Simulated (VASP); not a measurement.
A run of VASP 6.6.1 is set up as follows.

The input POSCAR:

```
TiO2
1.0
   -1.8983179345      1.8983179345      4.4683983284
    1.8983179345     -1.8983179345      4.4683983284
    1.8983179345      1.8983179345     -4.4683983284
Ti O
2 4
Direct
    0.0000000000      0.0000000000      0.0000000000
    0.7500000000      0.2500000000      0.5000000000
    0.2061136456      0.2061136456      0.0000000000
    0.9561136456      0.4561136456      0.5000000000
    0.5438863544      0.0438863544      0.5000000000
    0.7938863544      0.7938863544      0.0000000000
```

INCAR.step1

```
  PREC = Accurate
  ENCUT = 520
  ISMEAR = 0
  SIGMA = 0.05
  LREAL = F
  LASPH = T
  NELM = 150
  LMAXMIX = 4
  LDAU = T
  LDAUTYPE = 2
  LDAUL = 2 -1
  LDAUU = 4 0
  LDAUJ = 0 0
  NBANDS = 33
  GGA = PE
  ALGO = Normal
  EDIFF = 1E-4
  LWAVE = T
  LCHARG = F
```

Contents of INCAR.step2:

```
  PREC = Accurate
  ENCUT = 520
  EDIFF = 1E-7
  ISMEAR = 0
  SIGMA = 0.05
  LREAL = F
  LASPH = T
  NELM = 150
  ALGO = Normal
  ISIF = 2
  LWAVE = F
  LCHARG = F
  LMAXMIX = 4
  LDAU = T
  LDAUTYPE = 2
  LDAUL = 2 -1
  LDAUU = 4 0
  LDAUJ = 0 0
  LDAUPRINT = 1
  METAGGA = R2SCAN
  LMIXTAU = T
  NBANDS = 33
  ISTART = 1
```

File KPOINTS:

```
Automatic mesh
0
Gamma
  8 8 8
```

Potentials or basis: VASP PAW PBE potentials, release 64 (Ti_sv, O).

Launch:

```sh
$ cat potpaw_PBE.64/Ti_sv/POTCAR potpaw_PBE.64/O/POTCAR > POTCAR
$ cp INCAR.step1 INCAR
$ mpirun -np 1 vasp_std > vasp.out
$ cp INCAR.step2 INCAR
$ mpirun -np 1 vasp_std > vasp.out
```

Question: Estimate the band gap on the k mesh.

Answer: 3.45 eV (least direct gap 3.73 eV).

Question: Estimate the largest force.

Answer: 2.594 eV/Å.

Question: Estimate the pressure.

Answer: 30.5 GPa.

Eigenvalues of the final occupation matrices:
| site | spin | trace | eigenvalues |
| --- | --- | --- | --- |
| site 1 d | 1 | 0.84 | 0.08 0.11 0.11 0.24 0.30 |
| site 1 d | 2 | 0.84 | 0.08 0.11 0.11 0.24 0.30 |
| site 2 d | 1 | 0.84 | 0.08 0.11 0.11 0.24 0.30 |
| site 2 d | 2 | 0.84 | 0.08 0.11 0.11 0.24 0.30 |

Caveat: the cell differs from its parent crystal (strain -0.0750 x Voigt [0, 0, 1, 0, 0, 0]); the stress differs along the axes, from 18 to 56 GPa; the PAW data sets were made with another functional, which shifts forces and pressure a little. A k mesh can miss the band edges.
